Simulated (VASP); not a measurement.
# Si in VASP: single point with PBE

Aim: the single point of Si with PBE.

Program: VASP 6.6.1. These are calculated values, not measurements. Logs are shortened: lines on timing, memory, paths and dates and some standing lists are left out, and cuts for length are marked.

### Step 1. The cell of the first run

The cell holds a slab with vacuum, 24 atoms: a = 7.735 Å, b = 7.735 Å, c = 30.446 Å, α = 90.00°, β = 90.00°, γ = 120.00°.

### Step 2. Single point, PBE

INCAR

```
SYSTEM = Si
PREC = Accurate
ENCUT = 520
EDIFF = 1E-6
ISMEAR = 0
SIGMA = 0.1
LREAL = Auto
LASPH = .TRUE.
NELM = 80
ALGO = Fast
ISIF = 2
LWAVE = .FALSE.
LCHARG = .FALSE.
LDIPOL = .TRUE.
IDIPOL = 3
DIPOL = 0.5 0.5 0.390
GGA = PE
NBANDS = 66
```

KPOINTS

```
Automatic mesh
0
G
  6 6 1
  0 0 0
```

POSCAR

```
Si
1.0
    7.7354122101      0.0000000000      0.0000000000
   -3.8677061051      6.6990634827      0.0000000000
    0.0000000000      0.0000000000     30.4455602267
Si
24
Direct
    0.1670893836      0.3302290216      0.2908655313
    0.6631396380      0.3329106164      0.2908655313
    0.1697709784      0.8368603620      0.2908655313
    0.6666666667      0.8333333333      0.2544418137
    0.0000000000      0.5000000000      0.3099619254
    0.5135549254      0.5285291065      0.2957862973
   -0.0285291065     -0.0149741812      0.2957862973
    0.5149741812     -0.0135549254      0.2957862973
    0.0000000000      0.5000000000      0.3886552992
    0.5071277594      0.5107585607      0.3745741355
   -0.0107585607     -0.0036308013      0.3745741355
    0.5036308013     -0.0071277594      0.3745741355
    0.8289833471      0.6723171580      0.4088789704
    0.3433338110      0.6710166529      0.4088789704
    0.8276828420      0.1566661890      0.4088789704
    0.3333333333      0.1666666667      0.3888366658
    0.8101274385      0.6534953148      0.4926535716
    0.3433678763      0.6898725615      0.4926535716
    0.8465046852      0.1566321237      0.4926535716
    0.3333333333      0.1666666667      0.4644357466
    0.6666666667      0.8333333333      0.4542380007
    0.1521339259      0.8481047877      0.5027084672
    0.6518952123      0.3040291383      0.5027084672
    0.1959708617      0.3478660741      0.5027084672
```

Potentials or basis: VASP PAW PBE potentials, release 64 (Si).

The run is started by

```sh
> cat potpaw_PBE.64/Si/POTCAR > POTCAR
> mpirun -np 1 vasp_std > vasp.out
```

OUTCAR:

```text
SYSTEM = Si
   PREC = Accurate
   ENCUT = 520
   EDIFF = 1E-6
   ISMEAR = 0
   LREAL = Auto
   LASPH = .TRUE.
   NELM = 80
   ISIF = 2
   GGA = PE

 ion  position               nearest neighbor table
   1  0.167  0.330  0.291-   7 2.32   5 2.33   6 2.33
   2  0.663  0.333  0.291-   6 2.32   5 2.33   8 2.33
   3  0.170  0.837  0.291-   8 2.32   5 2.33   7 2.33
   4  0.667  0.833  0.254-   7 2.40   6 2.40   8 2.40
   5  0.000  0.500  0.310-   2 2.33   3 2.33   1 2.33   9 2.40
   6  0.514  0.529  0.296-   2 2.32   1 2.33   4 2.40  10 2.40
   7  0.971  0.985  0.296-   1 2.32   3 2.33   4 2.40  11 2.40
   8  0.515  0.986  0.296-   3 2.32   2 2.33   4 2.40  12 2.40
   9  0.000  0.500  0.389-  13 2.38  14 2.38  15 2.38   5 2.40
  10  0.507  0.511  0.375-  16 2.35  13 2.40   6 2.40  14 2.41
  11  0.989  0.996  0.375-  16 2.35  15 2.40   7 2.40  13 2.41
  12  0.504  0.993  0.375-  16 2.35  14 2.40   8 2.40  15 2.41
  13  0.829  0.672  0.409-   9 2.38  10 2.40  11 2.41  17 2.55  21 2.57
  14  0.343  0.671  0.409-   9 2.38  12 2.40  10 2.41  18 2.55  21 2.57
  15  0.828  0.157  0.409-   9 2.38  11 2.40  12 2.41  19 2.55  21 2.57
  16  0.333  0.167  0.389-  20 2.30  11 2.35  10 2.35  12 2.35
  17  0.810  0.653  0.493-  22 2.32  23 2.36  21 2.47  13 2.55
  18  0.343  0.690  0.493-  24 2.32  22 2.36  21 2.47  14 2.55
  19  0.847  0.157  0.493-  23 2.32  24 2.36  21 2.47  15 2.55
  20  0.333  0.167  0.464-  16 2.30  23 2.44  22 2.44  24 2.44
  21  0.667  0.833  0.454-  17 2.47  19 2.47  18 2.47  14 2.57  15 2.57  13 2.57
  22  0.152  0.848  0.503-  17 2.32  18 2.36  20 2.44
  23  0.652  0.304  0.503-  19 2.32  17 2.36  20 2.44
  24  0.196  0.348  0.503-  18 2.32  19 2.36  20 2.44

  LATTYP: Found a hexagonal cell.
 ALAT       =     7.7354122101
 C/A-ratio  =     3.9358678503

  Lattice vectors:

 A1 = (   7.7354122101,   0.0000000000,   0.0000000000)
 A2 = (  -3.8677061051,   6.6990634827,   0.0000000000)
 A3 = (   0.0000000000,   0.0000000000,  30.4455602267)

Analysis of symmetry for initial positions (statically):
=====================================================================
 Subroutine PRICEL returns:
 Original cell was already a primitive cell.

 Routine SETGRP: Setting up the symmetry group for a
 hexagonal supercell.

 Subroutine GETGRP returns: Found  3 space group operations
 (whereof  1 operations were pure point group operations)
 out of a pool of 24 trial point group operations.

The static configuration has the point symmetry C_1 .
 The point group associated with its full space group is C_3 .

Analysis of symmetry for dynamics (positions and initial velocities):
=====================================================================
 Subroutine PRICEL returns:
 Original cell was already a primitive cell.

 Routine SETGRP: Setting up the symmetry group for a
 hexagonal supercell.

 Subroutine GETGRP returns: Found  3 space group operations
 (whereof  1 operations were pure point group operations)
 out of a pool of 24 trial point group operations.

The dynamic configuration has the point symmetry C_1 .
 The point group associated with its full space group is C_3 .

 Subroutine INISYM returns: Found  3 space group operations
 (whereof  1 operations are pure point group operations),
 and found     1 'primitive' translations

----------------------------------------------------------------------------------------

                                     Primitive cell

  volume of cell :    1577.6895

  direct lattice vectors                    reciprocal lattice vectors
     7.735412210  0.000000000  0.000000000     0.129275593  0.074637298  0.000000000
    -3.867706105  6.699063483  0.000000000     0.000000000  0.149274597  0.000000000
     0.000000000  0.000000000 30.445560227     0.000000000  0.000000000  0.032845512

  length of vectors
     7.735412210  7.735412210 30.445560227     0.149274597  0.149274597  0.032845512

  position of ions in fractional coordinates (direct lattice)
     0.167089384  0.330229022  0.290865531
     0.663139638  0.332910616  0.290865531
     0.169770978  0.836860362  0.290865531
     0.666666667  0.833333333  0.254441814
     1.000000000  0.500000000  0.309961925
     0.513554925  0.528529107  0.295786297
[... 16 lines left out ...]
     0.651895212  0.304029138  0.502708467
     0.195970862  0.347866074  0.502708467

  ion indices of the primitive-cell ions
   primitive index   ion index
                 1           1
                 2           2
                 3           3
                 4           4
                 5           5
                 6           6
[... 16 lines left out ...]
                23          23
                24          24

----------------------------------------------------------------------------------------

 KPOINTS: Automatic mesh

Automatic generation of k-mesh.
 Grid dimensions read from file:
 generate k-points for:    6    6    1

 Generating k-lattice:

  Cartesian coordinates                     Fractional coordinates (reciprocal lattice)
     0.021545932  0.012439550  0.000000000     0.166666667 -0.000000000  0.000000000
     0.000000000  0.024879099  0.000000000     0.000000000  0.166666667  0.000000000
     0.000000000  0.000000000  0.032845512     0.000000000  0.000000000  1.000000000

  Length of vectors
     0.024879099  0.024879099  0.032845512

  Shift w.r.t. Gamma in fractional coordinates (k-lattice)
     0.000000000  0.000000000  0.000000000

 Subroutine IBZKPT returns following result:
 ===========================================

 Found      8 irreducible k-points:

 Following reciprocal coordinates:
            Coordinates               Weight
  0.000000  0.000000  0.000000      1.000000
  0.166667  0.000000  0.000000      6.000000
  0.333333  0.000000  0.000000      6.000000
  0.500000  0.000000  0.000000      3.000000
  0.166667  0.166667  0.000000      6.000000
  0.333333  0.166667  0.000000      6.000000
 -0.333333  0.500000  0.000000      6.000000
  0.333333  0.333333  0.000000      2.000000
   k-points           NKPTS =      8   k-points in BZ     NKDIM =      8   number of bands    NBANDS=     66
   number of dos      NEDOS =    301   number of ions     NIONS =     24
   total plane-waves  NPLWV = 864000
   dimension x,y,z NGX =    60 NGY =   60 NGZ =  240
   dimension x,y,z NGXF=   120 NGYF=  120 NGZF=  480
   ions per type =              24
   NGX,Y,Z   is equivalent  to a cutoff of  12.89, 12.89, 13.11 a.u.
   NGXF,Y,Z  is equivalent  to a cutoff of  25.79, 25.79, 26.21 a.u.
 SYSTEM =  Si
   PREC   = accura    normal or accurate (medium, high low for compatibility)
   ISTART =      0    job   : 0-new  1-cont  2-samecut
   ICHARG =      2    charge: 1-file 2-atom 10-const
   ISPIN  =      1    spin polarized calculation?
   LNONCOLLINEAR =      F non collinear calculations
   LSORBIT =      F    spin-orbit coupling
   LASPH  =      T    aspherical Exc in radial PAW
   ENCUT  =  520.0 eV  38.22 Ry    6.18 a.u.  14.38 14.38 56.61*2*pi/ulx,y,z
   NELM   =     80;   NELMIN=  2; NELMDL= -5     # of ELM steps
   EDIFF  = 0.1E-05   stopping-criterion for ELM
   LREAL  =      T    real-space projection
   EDIFFG = 0.1E-04   stopping-criterion for IOM
   NSW    =      0    number of steps for IOM
   IBRION =     -1    ionic relax: 0-MD 1-quasi-New 2-CG
   NFREE  =      0    steps in history (QN), initial steepest desc. (CG)
   ISIF   =      2    stress and relaxation
   ISYM   =      2    0-nonsym 1-usesym 2-fastsym
   POTIM  = 0.5000    time-step for ionic-motion
   TEBEG  =    0.0;   TEEND  =   0.0 temperature during run
   PSTRESS=    0.0 pullay stress
   NELECT =      96.0000    total number of electrons
   NUPDOWN=      -1.0000    fix difference up-down
   EMIN   =  10.00;   EMAX   =-10.00  energy-range for DOS
   EFERMI =   0.00;   METHOD = LEGACY
   ISMEAR =     0;   SIGMA  =   0.10  broadening in eV -4-tet -1-fermi 0-gaus
   EFERMI_NEDOS =   21; number of points for ismear=-14 and -15
   IALGO  =     68    algorithm
   IMIX   =      4    mixing-type and parameters
     AMIX     =   0.40;   BMIX     =  1.00
     AMIX_MAG =   1.60;   BMIX_MAG =  1.00
  volume/ion in A,a.u.               =      65.74       443.62
  Fermi-wavevector in a.u.,A,eV,Ry     =   0.643909  1.216812  5.641237  0.414619
  Thomas-Fermi vector in A             =   1.711064
   LORBIT       =      0    0 simple, 1 ext, 2 COOP (PROOUT), +10 PAW based schemes
   GGA     = PE    functional components
   LHFCALC =     F    Hartree Fock is set to
   AEXX    =    0.0000 exact exchange contribution
   IVDW    =     0    specifies the selected vdW correction
   LEPSILON=     F    determine dielectric tensor
   LRPA    =     F    only Hartree local field effects (RPA)
 non-spin polarized calculation
 RMM-DIIS sequential band-by-band and
 Gauss-broadening in eV      SIGMA  =   0.10
  energy-cutoff  :      520.00
  volume of cell :     1577.69
 maximum number of plane-waves:     42541
 NGX is ok and might be reduce to    60
   NGX = 29   NGY = 29   NGZ =113

 dipolmoment           0.000000      0.000000      0.002793 electrons x Angstroem

 number of electron      96.0000000 magnetization

 dipolmoment           0.000000      0.000000     -0.006358 electrons x Angstroem

 Free energy of the ion-electron system (eV)
  ---------------------------------------------------
  ext. energy  EPLUGINS =         0.00000000
  ---------------------------------------------------
  free energy    TOTEN  =      -119.14482012 eV

  energy without entropy =     -119.10380358  energy(sigma->0) =     -119.12431185

 E-fermi :  -1.3528     XC(G=0):  -3.3782

 val. band max:       -1.3711456511   @ k =   0.3333   0.0000   0.0000
 cond. band min:      -1.2841651641   @ k =   0.5000   0.0000   0.0000
 fundamental gap:      0.0869804870
 Fermi energy:        -1.3528292589

 k-point     1 :       0.0000    0.0000    0.0000
  band No.  band energies     occupation
      1     -13.4322      2.00000
      2     -12.5372      2.00000
      3     -11.3076      2.00000
      4     -11.0861      2.00000
      5     -11.0788      2.00000
      6     -11.0788      2.00000
[... 52 lines left out ...]
     59       0.2378      0.00000
     60       0.4347      0.00000

 k-point     2 :       0.1667    0.0000    0.0000
  band No.  band energies     occupation
      1     -13.3577      2.00000
      2     -12.4717      2.00000
      3     -11.5379      2.00000
      4     -11.2452      2.00000
      5     -11.1415      2.00000
      6     -11.1052      2.00000
[... 52 lines left out ...]
     59       0.5341      0.00000
     60       0.5963      0.00000

 k-point     3 :       0.3333    0.0000    0.0000
  band No.  band energies     occupation
      1     -13.1447      2.00000
      2     -12.3579      2.00000
      3     -11.9999      2.00000
      4     -11.4187      2.00000
      5     -11.2399      2.00000
      6     -11.1470      2.00000
[... 251 lines left out ...]
      6     -11.0579      2.00000
[... 52 lines left out ...]
     59       1.0434      0.00000
     60       1.1863      0.00000

 k-point     8 :       0.3333    0.3333    0.0000
  band No.  band energies     occupation
      1     -12.8215      2.00000
      2     -12.3843      2.00000
      3     -12.2461      2.00000
      4     -11.6326      2.00000
      5     -11.5008      2.00000
      6     -11.4571      2.00000
[... 52 lines left out ...]
     59       1.3922      0.00000
     60       1.4805      0.00000
 [bands above 60 left out]

------------------------ aborting loop because EDIFF is reached ----------------------------------------

 vacuum level on the upper side and lower side of the slab       (xc-potential included)        -0.035        -0.006

  FORCE on cell =-STRESS in cart. coord.  units (eV):
  Direction    XX          YY          ZZ          XY          YZ          ZX
  --------------------------------------------------------------------------------------
  -------------------------------------------------------------------------------------
  Total       -4.8287179     -4.8287179     -2.7110125      0.0000000      0.0000000     -0.0000000
  in kB       -4.9036661     -4.9036661     -2.7530911      0.0000000      0.0000000     -0.0000000
  external PRESSURE =      -4.1868078 kB  Pullay stress =       0.0000000 kB

 VOLUME and BASIS-vectors are now :
 -----------------------------------------------------------------------------
  energy-cutoff  :      520.00
  volume of cell :     1577.69
      direct lattice vectors                 reciprocal lattice vectors
     7.735412210  0.000000000  0.000000000     0.129275593  0.074637298  0.000000000
    -3.867706105  6.699063483  0.000000000     0.000000000  0.149274597  0.000000000
     0.000000000  0.000000000 30.445560227     0.000000000  0.000000000  0.032845512

 POSITION                                       TOTAL-FORCE (eV/Angst)
 -----------------------------------------------------------------------------------
      0.01528      2.21223      8.85556         0.081217      0.043468     -0.001248
      3.84206      2.23019      8.85556        -0.002964     -0.092070     -0.001248
     -1.92348      5.60618      8.85556        -0.078253      0.048602     -0.001248
      1.93385      5.58255      7.74662        -0.000000      0.000000     -0.014027
     -1.93385      3.34953      9.43696        -0.000000      0.000000      0.070519
      1.92836      3.54065      9.00538        -0.058800      0.074925     -0.011921
[... 16 lines left out ...]
      3.86678      2.03671     15.30524        -0.532516      0.203238     -0.454999
      0.17047      2.33038     15.30524         0.090248     -0.562791     -0.454999
 -----------------------------------------------------------------------------------
    total drift:                                0.000000     -0.000000     -0.004027

  FREE ENERGIE OF THE ION-ELECTRON SYSTEM (eV)
  ---------------------------------------------------
  free  energy   TOTEN  =      -119.1448201177 eV

  energy  without entropy=     -119.1038035753  energy(sigma->0) =     -119.12431185

 vacuum level on the upper side and lower side of the slab         3.163         3.190
```

Wall time 40 min (1 thread of Intel Xeon Platinum 8488C (Sapphire Rapids), shared host); peak memory 1.7 GiB.

What came out:

```yaml
Free_energy: -119.1448 eV
Largest_force: 1.964 eV/Å
Band_gap_on_the_k_mesh: zero (bands 48 and 49 overlap by 0.50 eV)
```

Forces on the atoms (eV/Å):
```
Si   0.081  0.043 -0.001
Si  -0.003 -0.092 -0.001
Si  -0.078  0.049 -0.001
Si   0.000  0.000 -0.014
Si   0.000  0.000  0.071
Si  -0.059  0.075 -0.012
Si  -0.035 -0.088 -0.012
Si   0.094  0.013 -0.012
Si   0.000  0.000 -0.399
Si  -0.045 -0.101 -0.011
Si   0.110  0.011 -0.011
Si  -0.065  0.090 -0.011
Si   0.418 -0.200 -0.017
Si  -0.382 -0.262 -0.017
Si  -0.036  0.462 -0.017
Si   0.000  0.000 -0.022
Si  -0.103 -0.116 -0.619
Si  -0.049  0.147 -0.619
Si   0.151 -0.031 -0.619
Si   0.000  0.000  1.748
Si   0.000  0.000  1.964
Si   0.442  0.360 -0.455
Si  -0.533  0.203 -0.455
Si   0.090 -0.563 -0.455
```

Levels at points of the mesh, in eV from the Fermi level:
| k point | band 44 | band 45 | band 46 | band 47 | band 48 | band 49 | band 50 | band 51 | band 52 | band 53 |
| --- | --- | --- | --- | --- | --- | --- | --- | --- | --- | --- |
| (0.00, 0.00, 0.00) | -0.79 | -0.59 | -0.59 | -0.38 | -0.38 | -0.30 | 0.35 | 0.35 | 0.57 | 0.72 |
| (0.50, 0.00, 0.00) | -0.93 | -0.73 | -0.50 | -0.17 | -0.08 | 0.07 | 0.21 | 0.27 | 0.69 | 1.33 |
